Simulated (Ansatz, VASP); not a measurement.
# One calculation of Na, two programs

```
Na
1.0
     3.76700    0.00000    0.00000
    -1.88350    3.26232    0.00000
     0.00000    0.00000    6.15400
Na
2
Direct
  0.26436 0.52873 0.21344
  0.66667 0.33333 0.75000
```

Alike in both runs: task single point; functional PBEsol; k mesh 12 × 12 × 8; occupations gaussian, width 0.15 eV; no spin polarisation.

|  | VASP | Ansatz |
| --- | --- | --- |
| version | VASP 6.6.1 | Ansatz 0.2.0 |
| potentials or method | VASP PAW PBE potentials, release 64 (Na_pv), cutoff 520 eV | scalar-relativistic, plane waves, PAW |
| valence electrons in the cell | 14 | 18 |

|  | VASP | Ansatz | Ansatz less VASP |
| --- | --- | --- | --- |
| gap on the k mesh at the Fermi level (eV) | none | none | - |
| pressure (GPa) | -0.2 | -0.2 | +0.01 |
| traceless stress, the component that is largest in VASP (GPa) | -0.40 | -0.40 | 0.000 |
| rms of the force components (eV/Å) | 0.095 | 0.094 | -0.0004 |

VASP's potentials were made for PBE, not for PBEsol. Atom by atom the forces differ by 0.000 eV/Å (rms over components). A gap of «none» marks a metal or a gap that the smearing closes. VASP's potentials hold 14 valence electrons a cell and Ansatz's 18, so a difference there can come from the potentials and not from the codes.
